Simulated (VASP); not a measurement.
Input of a VASP 6.6.1 run:

File INCAR:

```
SYSTEM = Li
PREC = Accurate
ENCUT = 600
EDIFF = 1E-6
ISMEAR = -1
SIGMA = 0.1
LREAL = .False.
LASPH = .True.
NELM = 100
ALGO = Normal
ISIF = 3
LWAVE = .False.
LCHARG = .False.
GGA = PS
IBRION = 2
NSW = 80
EDIFFG = -0.02
PSTRESS = 600.0
```

Contents of KPOINTS:

```
Automatic mesh
0
Gamma
  16 16 9
  0 0 0
```

Contents of POSCAR:

```
Li
1.0
    3.1300000000      0.0000000000      0.0000000000
   -1.5650000000      2.7106595138      0.0000000000
    0.0000000000      0.0000000000      5.1112900000
Li
2
Direct
    0.3333333333      0.6666666667      0.2500000000
    0.6666666667      0.3333333333      0.7500000000
```

Potentials or basis: VASP PAW PBE potentials, release 64 (Li_sv).

The run is started by

```console
$ cat potpaw_PBE.64/Li_sv/POTCAR > POTCAR
$ mpirun -np 1 vasp_std > vasp.out
```

(1) What does it give for the relaxed cell?

(2) What does it give for the band gap on the k mesh?

Answers

(1) a = 2.241 Å, b = 2.241 Å, c = 3.665 Å, α = 90.00°, β = 90.00°, γ = 120.00°.

(2) zero (bands 3 and 4 overlap by 5.41 eV).

Caveat: the cell is relaxed towards a set pressure, so the run minimises the enthalpy, not the energy.
